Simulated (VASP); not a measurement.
A run of VASP 6.6.1:

Contents of INCAR:

```
SYSTEM = Mo3H
PREC = Accurate
ENCUT = 400
EDIFF = 1E-6
ISMEAR = 0
SIGMA = 0.1
LREAL = .False.
LASPH = .True.
NELM = 120
ALGO = Normal
ISIF = 2
LWAVE = .False.
LCHARG = .True.
LDIPOL = .True.
IDIPOL = 3
DIPOL = 0.5 0.5 0.334
LELF = .True.
LVHAR = .True.
LVACPOTAV = .True.
NBANDS = 53
GGA_COMPAT = .False.
NELMDL = -8
```

File KPOINTS:

```
Automatic mesh
0
Gamma
  6 6 1
  0 0 0
```

The input POSCAR:

```
Mo3H
1.0
    4.4001385491      0.0000000000      0.0000000000
   -2.2000692746      3.8106317637      0.0000000000
    0.0000000000      0.0000000000     22.2005753775
Mo H
6 2
Direct
    0.6666666667      0.3333333333      0.1801755104
    0.3333333333      0.6666666667      0.2206327735
    0.0000000000      0.0000000000      0.2610900367
    0.6666666667      0.3333333333      0.2983628716
    0.3333333333      0.6666666667      0.3344863264
    0.0000000000      0.0000000000      0.3693857136
   -0.0738613106      0.0000000000      0.5045173464
    0.0738613106      0.0000000000      0.5045173464
```

Potentials or basis: VASP PAW LDA potentials, release 64 (Mo_sv, H).

Launch:

```sh
$ cat potpaw_LDA.64/Mo_sv/POTCAR potpaw_LDA.64/H/POTCAR > POTCAR
$ mpirun -np 1 vasp_std > vasp.out
```

Hardware: 1 thread of Intel Xeon 8259CL (shared host).

Task: How long does it take, and how much memory?

Result: Wall time 11 min on 1 thread of Intel Xeon 8259CL, on a shared host, peak memory 0.35 GiB. Counts: scf iterations 34, k points 13.
